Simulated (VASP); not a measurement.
# Au (Cmcm) in VASP: single point with r2SCAN

Aim: the single point of Au with r2SCAN.

Everything below comes from runs of VASP 6.6.1. Logs are shortened: lines on timing, memory, paths and dates and some standing lists are left out, and cuts for length are marked.

### Step 1. The cell of the first run

Symmetry: Cmcm, No. 63, orthorhombic system. The conventional cell has a = 2.823 Å, b = 5.112 Å, c = 4.893 Å, α = 90.00°, β = 90.00°, γ = 90.00°. Within 3.7 Å of Au (site symmetry m2m) lie 12 Au at 2.82 to 2.97 Å.

### Step 2. Single point, r2SCAN

Contents of POSCAR:

```
Au
1.0
    1.4113099650     -2.5559330250      0.0000000000
    1.4113099650      2.5559330250      0.0000000000
    0.0000000000      0.0000000000      4.8931696100
Au
2
Direct
    0.6653279700      0.3346720300      0.2500000000
    0.3346720300      0.6653279700      0.7500000000
```

Contents of INCAR.step1:

```
ALGO = Normal
EDIFF = 1E-4
ENCUT = 520
GGA = PE
ISMEAR = 0
LASPH = True
LCHARG = False
LREAL = False
LWAVE = True
NBANDS = 18
NELM = 100
PREC = Accurate
SIGMA = 0.1
```

Contents of INCAR.step2:

```
ALGO = Normal
EDIFF = 1E-7
ENCUT = 520
ISIF = 2
ISMEAR = 0
ISTART = 1
LASPH = True
LCHARG = True
LELF = True
LMIXTAU = True
LREAL = False
LVHAR = True
LWAVE = False
METAGGA = R2SCAN
NBANDS = 18
NELM = 100
PREC = Accurate
SIGMA = 0.1
```

Contents of KPOINTS:

```
k-points
0
Gamma
  18 18 10
```

Potentials or basis: VASP PAW PBE potentials, release 64 (Au).

On the command line:

```sh
cat potpaw_PBE.64/Au/POTCAR > POTCAR
cp INCAR.step1 INCAR
mpirun -np 1 vasp_std > vasp.out
cp INCAR.step2 INCAR
mpirun -np 1 vasp_std > vasp.out
```

OUTCAR:

```text
EDIFF = 1E-7
   ENCUT = 520
   ISIF = 2
   ISMEAR = 0
   ISTART = 1
   LASPH = True
   LREAL = False
   METAGGA = R2SCAN
   NELM = 100
   PREC = Accurate

 ion  position               nearest neighbor table
   1  0.665  0.335  0.250-   2 2.95   2 2.95   2 2.95   2 2.95   2 2.97   2 2.97
   2  0.335  0.665  0.750-   1 2.95   1 2.95   1 2.95   1 2.95   1 2.97   1 2.97

  LATTYP: Found a base centered orthorhombic cell.
 ALAT       =     2.8226199300
 B/A-ratio  =     1.8110359088
 C/A-ratio  =     1.7335559627

  Lattice vectors:

 A1 = (   1.4113099650,  -2.5559330250,   0.0000000000)
 A2 = (   1.4113099650,   2.5559330250,   0.0000000000)
 A3 = (   0.0000000000,   0.0000000000,   4.8931696100)

Analysis of symmetry for initial positions (statically):
=====================================================================
 Subroutine PRICEL returns:
 Original cell was already a primitive cell.

 Routine SETGRP: Setting up the symmetry group for a
 base centered orthorhombic supercell.

 Subroutine GETGRP returns: Found  8 space group operations
 (whereof  4 operations were pure point group operations)
 out of a pool of  8 trial point group operations.

The static configuration has the point symmetry C_2h.
 The point group associated with its full space group is D_2h.

Analysis of symmetry for dynamics (positions and initial velocities):
=====================================================================
 Subroutine PRICEL returns:
 Original cell was already a primitive cell.

 Routine SETGRP: Setting up the symmetry group for a
 base centered orthorhombic supercell.

 Subroutine GETGRP returns: Found  8 space group operations
 (whereof  4 operations were pure point group operations)
 out of a pool of  8 trial point group operations.

The dynamic configuration has the point symmetry C_2h.
 The point group associated with its full space group is D_2h.

 Subroutine INISYM returns: Found  8 space group operations
 (whereof  4 operations are pure point group operations),
 and found     1 'primitive' translations

----------------------------------------------------------------------------------------

                                     Primitive cell

  volume of cell :      35.3014

  direct lattice vectors                    reciprocal lattice vectors
     1.411309965 -2.555933025  0.000000000     0.354280783 -0.195623279  0.000000000
     1.411309965  2.555933025  0.000000000     0.354280783  0.195623279  0.000000000
     0.000000000  0.000000000  4.893169610     0.000000000  0.000000000  0.204366511

  length of vectors
     2.919689957  2.919689957  4.893169610     0.404701545  0.404701545  0.204366511

  position of ions in fractional coordinates (direct lattice)
     0.665327970  0.334672030  0.250000000
     0.334672030  0.665327970  0.750000000

  ion indices of the primitive-cell ions
   primitive index   ion index
                 1           1
                 2           2

----------------------------------------------------------------------------------------

 KPOINTS: k-points

Automatic generation of k-mesh.
 Grid dimensions read from file:
 generate k-points for:   18   18   10

 Generating k-lattice:

  Cartesian coordinates                     Fractional coordinates (reciprocal lattice)
     0.019682266 -0.010867960  0.000000000     0.055555556 -0.000000000  0.000000000
     0.019682266  0.010867960  0.000000000    -0.000000000  0.055555556  0.000000000
     0.000000000  0.000000000  0.020436651     0.000000000  0.000000000  0.100000000

  Length of vectors
     0.022483419  0.022483419  0.020436651

  Shift w.r.t. Gamma in fractional coordinates (k-lattice)
     0.000000000  0.000000000  0.000000000

 Subroutine IBZKPT returns following result:
 ===========================================

 Found    546 irreducible k-points:

 Following reciprocal coordinates:
            Coordinates               Weight
  0.000000  0.000000  0.000000      1.000000
  0.055556  0.000000  0.000000      4.000000
  0.111111  0.000000  0.000000      4.000000
  0.166667  0.000000  0.000000      4.000000
  0.222222 -0.000000  0.000000      4.000000
  0.277778  0.000000  0.000000      4.000000
[... 16 lines left out ...]
 -0.277778  0.055556  0.000000      4.000000
 -0.222222  0.055556  0.000000      4.000000
 [... further k-points ...]
   k-points           NKPTS =    546   k-points in BZ     NKDIM =    546   number of bands    NBANDS=     18
   number of dos      NEDOS =    301   number of ions     NIONS =      2
   total plane-waves  NPLWV =  20736
   dimension x,y,z NGX =    24 NGY =   24 NGZ =   36
   dimension x,y,z NGXF=    48 NGYF=   48 NGZF=   72
   ions per type =               2
   NGX,Y,Z   is equivalent  to a cutoff of  13.67, 13.67, 12.23 a.u.
   NGXF,Y,Z  is equivalent  to a cutoff of  27.33, 27.33, 24.46 a.u.
 SYSTEM =  unknown system
   PREC   = accura    normal or accurate (medium, high low for compatibility)
   ISTART =      1    job   : 0-new  1-cont  2-samecut
   ICHARG =      0    charge: 1-file 2-atom 10-const
   ISPIN  =      1    spin polarized calculation?
   LNONCOLLINEAR =      F non collinear calculations
   LSORBIT =      F    spin-orbit coupling
   LASPH  =      T    aspherical Exc in radial PAW
   ENCUT  =  520.0 eV  38.22 Ry    6.18 a.u.   5.43  5.43  9.10*2*pi/ulx,y,z
   NELM   =    100;   NELMIN=  2; NELMDL=  0     # of ELM steps
   EDIFF  = 0.1E-06   stopping-criterion for ELM
   LREAL  =      F    real-space projection
   EDIFFG = 0.1E-05   stopping-criterion for IOM
   NSW    =      0    number of steps for IOM
   IBRION =     -1    ionic relax: 0-MD 1-quasi-New 2-CG
   NFREE  =      0    steps in history (QN), initial steepest desc. (CG)
   ISIF   =      2    stress and relaxation
   ISYM   =      2    0-nonsym 1-usesym 2-fastsym
   POTIM  = 0.5000    time-step for ionic-motion
   TEBEG  =    0.0;   TEEND  =   0.0 temperature during run
   PSTRESS=    0.0 pullay stress
   NELECT =      22.0000    total number of electrons
   NUPDOWN=      -1.0000    fix difference up-down
   EMIN   =  10.00;   EMAX   =-10.00  energy-range for DOS
   EFERMI =   0.00;   METHOD = LEGACY
   ISMEAR =     0;   SIGMA  =   0.10  broadening in eV -4-tet -1-fermi 0-gaus
   EFERMI_NEDOS =   21; number of points for ismear=-14 and -15
   IALGO  =     38    algorithm
   IMIX   =      4    mixing-type and parameters
     AMIX     =   0.40;   BMIX     =  1.00
     AMIX_MAG =   1.60;   BMIX_MAG =  1.00
  volume/ion in A,a.u.               =      17.65       119.11
  Fermi-wavevector in a.u.,A,eV,Ry     =   1.398358  2.642513 26.604898  1.955405
  Thomas-Fermi vector in A             =   2.521524
   LORBIT       =      0    0 simple, 1 ext, 2 COOP (PROOUT), +10 PAW based schemes
   METAGGA = R2SCAN    functional components
   LHFCALC =     F    Hartree Fock is set to
   AEXX    =    0.0000 exact exchange contribution
   IVDW    =     0    specifies the selected vdW correction
   LEPSILON=     F    determine dielectric tensor
   LRPA    =     F    only Hartree local field effects (RPA)
 non-spin polarized calculation
 Gauss-broadening in eV      SIGMA  =   0.10
  energy-cutoff  :      520.00
  volume of cell :       35.30
 maximum number of plane-waves:       967
 NGX is ok and might be reduce to    24
   NGX = 11   NGY = 11   NGZ = 19

 number of electron      21.9999996 magnetization

 Free energy of the ion-electron system (eV)
  ---------------------------------------------------
  ext. energy  EPLUGINS =         0.00000000
  ---------------------------------------------------
  free energy    TOTEN  =      -101.17282405 eV

  energy without entropy =     -101.16989017  energy(sigma->0) =     -101.17135711

 E-fermi :   8.7288     XC(G=0): -13.3744

 val. band max:        8.7256823300   @ k =   0.5000   0.4444   0.1000
 cond. band min:       8.7313062890   @ k =   0.2222   0.2222   0.5000
 fundamental gap:      0.0056239590
 Fermi energy:         8.7287803732

 k-point     1 :       0.0000    0.0000    0.0000
  band No.  band energies     occupation
      1      -0.9586      2.00000
      2       1.3557      2.00000
      3       3.7403      2.00000
      4       3.7965      2.00000
      5       4.1358      2.00000
      6       4.3856      2.00000
[... 10 lines left out ...]
     17      27.4474      0.00000
     18      28.4223      0.00000

 k-point     2 :       0.0556    0.0000    0.0000
  band No.  band energies     occupation
      1      -0.8554      2.00000
      2       1.4431      2.00000
      3       3.7225      2.00000
      4       3.8802      2.00000
      5       4.1688      2.00000
      6       4.3857      2.00000
[... 10 lines left out ...]
     17      27.0071      0.00000
     18      27.6986      0.00000

 k-point     3 :       0.1111    0.0000    0.0000
  band No.  band energies     occupation
      1      -0.5526      2.00000
      2       1.6896      2.00000
      3       3.6800      2.00000
      4       4.0756      2.00000
      5       4.2219      2.00000
      6       4.4252      2.00000
[... 10 lines left out ...]
     17      26.1944      0.00000
     18      27.4904      0.00000

 k-point     4 :       0.1667    0.0000    0.0000
  band No.  band energies     occupation
      1      -0.0741      2.00000
      2       2.0346      2.00000
      3       3.5944      2.00000
      4       4.1384      2.00000
      5       4.3189      2.00000
      6       4.3834      2.00000
[... 375 lines left out ...]
      4       3.8404      2.00000
      5       4.1158      2.00000
      6       4.2878      2.00000
[... 10 lines left out ...]
     17      23.8667      0.00000
     18      25.5722      0.00000

 k-point    23 :      -0.2778    0.0556    0.0000
  band No.  band energies     occupation
      1       0.8878      2.00000
      2       2.4330      2.00000
      3       3.5396      2.00000
      4       3.5448      2.00000
      5       3.9908      2.00000
      6       4.4191      2.00000
[... 10 lines left out ...]
     17      26.0254      0.00000
     18      26.4107      0.00000

 k-point    24 :      -0.2222    0.0556    0.0000
  band No.  band energies     occupation
      1       0.2590      2.00000
      2       2.2371      2.00000
      3       3.4432      2.00000
      4       4.0359      2.00000
      5       4.0528      2.00000
      6       4.4411      2.00000
[... 10 lines left out ...]
     17      26.7399      0.00000
     18      26.7511      0.00000

 [... further k-points ...]

------------------------ aborting loop because EDIFF is reached ----------------------------------------

  FORCE on cell =-STRESS in cart. coord.  units (eV):
  Direction    XX          YY          ZZ          XY          YZ          ZX
  --------------------------------------------------------------------------------------
  -------------------------------------------------------------------------------------
  Total        0.2228083     -0.1429307     -0.1323701      0.0000000     -0.0000000      0.0000000
  in kB       10.1122989     -6.4870005     -6.0077006      0.0000000     -0.0000000      0.0000000
  external PRESSURE =      -0.7941341 kB  Pullay stress =       0.0000000 kB

 VOLUME and BASIS-vectors are now :
 -----------------------------------------------------------------------------
  energy-cutoff  :      520.00
  volume of cell :       35.30
      direct lattice vectors                 reciprocal lattice vectors
     1.411309965 -2.555933025  0.000000000     0.354280783 -0.195623279  0.000000000
     1.411309965  2.555933025  0.000000000     0.354280783  0.195623279  0.000000000
     0.000000000  0.000000000  4.893169610     0.000000000  0.000000000  0.204366511

 POSITION                                       TOTAL-FORCE (eV/Angst)
 -----------------------------------------------------------------------------------
      1.41131     -0.84513      1.22329         0.000000      0.011067      0.000000
      1.41131      0.84513      3.66988         0.000000     -0.011067     -0.000000
 -----------------------------------------------------------------------------------
    total drift:                                0.000000      0.000000     -0.000000

  FREE ENERGIE OF THE ION-ELECTRON SYSTEM (eV)
  ---------------------------------------------------
  free  energy   TOTEN  =      -101.1728240462 eV

  energy  without entropy=     -101.1698901683  energy(sigma->0) =     -101.17135711
```

Wall time 20 min (1 thread of Intel Xeon 8259CL, shared host); peak memory 0.39 GiB.

What came out:

| Property | Result |
| --- | --- |
| Free energy | -101.1728 eV |
| Pressure | -0.1 GPa |
| Largest force | 0.011 eV/Å |
| Band gap on the k mesh | zero (bands 11 and 12 overlap by 6.94 eV) |

Forces on the atoms (eV/Å):
```
Au   0.000  0.011  0.000
Au   0.000 -0.011  0.000
```

Stress tensor (GPa, compression positive):
```
 1.01  0.00  0.00
 0.00 -0.65  0.00
 0.00  0.00 -0.60
```

Levels at points of the mesh, in eV from the Fermi level:
```tsv
k point	band 7	band 8	band 9	band 10	band 11	band 12	band 13	band 14	band 15	band 16
(0.00, 0.00, 0.00)	-4.09	-3.71	-3.54	-2.38	-2.31	-0.85	2.48	15.41	16.35	17.58
(0.50, 0.00, 0.00)	-3.58	-2.18	-1.97	-1.82	0.59	1.83	6.07	7.59	7.62	10.51
(0.50, 0.50, 0.00)	-3.72	-2.09	-2.06	-1.89	0.28	1.31	5.66	7.08	7.27	11.67
(0.00, 0.00, 0.50)	-4.40	-4.40	-2.86	-2.86	-2.71	-2.71	10.70	10.70	15.71	15.71
(0.50, 0.00, 0.50)	-2.53	-2.53	-1.86	-1.86	0.84	0.84	4.21	4.21	13.72	13.72
(0.50, 0.50, 0.50)	-2.51	-2.51	-1.96	-1.96	0.45	0.45	3.62	3.62	13.30	13.30
```

Caveat: the PAW data sets were made with another functional, which shifts forces and pressure a little; spin-orbit coupling is left out, which moves the levels of the heavy elements.
